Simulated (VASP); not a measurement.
A run of VASP 6.6.1:

POSCAR

```
O
1.0
    1.4233500009      0.8217715078      3.4082999996
   -1.4233500009      0.8217715078      3.4082999996
    0.0000000000     -1.6435430107      3.4083000008
O
2
Direct
    0.0601108797      0.0601108797      0.0601108825
    0.9422999990      0.9422999990      0.9423000019
```

The input INCAR.step1:

```
PREC = Accurate
ENCUT = 520
ISMEAR = -1
SIGMA = 0.05
LREAL = F
LASPH = T
NELM = 80
NBANDS = 13
GGA = PE
ALGO = Normal
EDIFF = 1E-4
LWAVE = T
LCHARG = F
```

The input INCAR.step2:

```
PREC = Accurate
ENCUT = 520
EDIFF = 1E-6
ISMEAR = -1
SIGMA = 0.05
LREAL = F
LASPH = T
NELM = 80
ALGO = Normal
ISIF = 2
LWAVE = F
LCHARG = F
METAGGA = R2SCAN
LMIXTAU = T
NBANDS = 13
ISTART = 1
```

KPOINTS

```
Automatic mesh
0
Gamma
  5 5 5
```

Potentials or basis: VASP PAW PBE potentials, release 64 (O).

The run is started by

```sh
$ cat potpaw_PBE.64/O/POTCAR > POTCAR
$ cp INCAR.step1 INCAR
$ mpirun -np 1 vasp_std > vasp.out
$ cp INCAR.step2 INCAR
$ mpirun -np 1 vasp_std > vasp.out
```

Hardware: 1 thread of Intel(R) Xeon(R) Platinum 8259CL CPU @ 2.50GHz (Skylake/Cascade Lake), on a shared host.

**Question.** How long does it take, and how much memory?

**Answer.** Run time: 30 s on 1 thread of Intel(R) Xeon(R) Platinum 8259CL CPU @ 2.50GHz (Skylake/Cascade Lake), on a shared host, peak memory 0.15 GiB. Counts: k points 19.
